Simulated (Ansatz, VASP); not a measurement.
# One calculation of KI, two programs

File POSCAR:

```
KI
1.0
    0.0000000000      3.4143348760      3.7557683636
    3.4143348760      0.0000000000      3.7557683636
    3.4143348760      3.4143348760      0.0000000000
K I
1 1
Direct
    0.0000000000      0.0000000000      0.0000000000
    0.5000000000      0.5000000000      0.5000000000
```

INCAR.step1

```
  ALGO = Normal
  EDIFF = 1E-4
  ENCUT = 520
  GGA = PE
  ISMEAR = 0
  LASPH = True
  LCHARG = False
  LREAL = False
  LWAVE = True
  NBANDS = 15
  NELM = 80
  PREC = Accurate
  SIGMA = 0.05
```

File INCAR.step2:

```
  ALGO = Normal
  EDIFF = 1E-6
  ENCUT = 520
  ISIF = 2
  ISMEAR = 0
  ISTART = 1
  LASPH = True
  LCHARG = False
  LMIXTAU = True
  LREAL = False
  LWAVE = False
  METAGGA = R2SCAN
  NBANDS = 15
  NELM = 80
  PREC = Accurate
  SIGMA = 0.05
```

Contents of KPOINTS:

```
k-points
0
Gamma
  6 6 6
```

Input for Ansatz:

```yaml
crystal:
  lattice:
    - [0.0, 3.414334876, 3.7557683636]
    - [3.414334876, 0.0, 3.7557683636]
    - [3.414334876, 3.414334876, 0.0]
  atoms:
    - { symbol: K, position: [0.0, 0.0, 0.0] }
    - { symbol: I, position: [0.5, 0.5, 0.5] }
basis:
  ecutwfc: 500
kpoints:
  mp_grid: { grid: [6, 6, 6] }
hamiltonian:
  xc: r2scan
scf:
  occupations: { method: gaussian, width: 0.05 }
output:
  forces: true
  stress: true
  eigenvalues: true
```

Alike in both runs: task single point; functional r2SCAN; k mesh 6 × 6 × 6; occupations gaussian, width 0.05 eV; no spin polarisation.

|  | VASP | Ansatz |
| --- | --- | --- |
| version | VASP 6.6.1 | Ansatz 0.2.0 |
| potentials or method | VASP PAW PBE potentials, release 64 (K_sv, I), cutoff 520 eV | scalar-relativistic, plane waves, PAW |
| valence electrons in the cell | 16 | 26 |

Ansatz gave:

| Property | Result |
| --- | --- |
| gap on the k mesh at the Fermi level (eV) | 4.59 |
| least direct gap on the mesh (eV) | 4.59 |
| pressure (GPa) | 0.6 |
| traceless stress, the component that is largest in VASP (GPa) | -1.62 |

Q: Estimate VASP's values.

A: gap on the k mesh at the Fermi level (eV): 4.58; least direct gap on the mesh (eV): 4.58; pressure (GPa): 0.6; traceless stress, the component that is largest in VASP (GPa): -1.64.

VASP's potentials were made for PBE, not for r2SCAN. VASP's potentials hold 16 valence electrons a cell and Ansatz's 26, so a difference there can come from the potentials and not from the codes.

Neither program's run includes spin-orbit coupling.
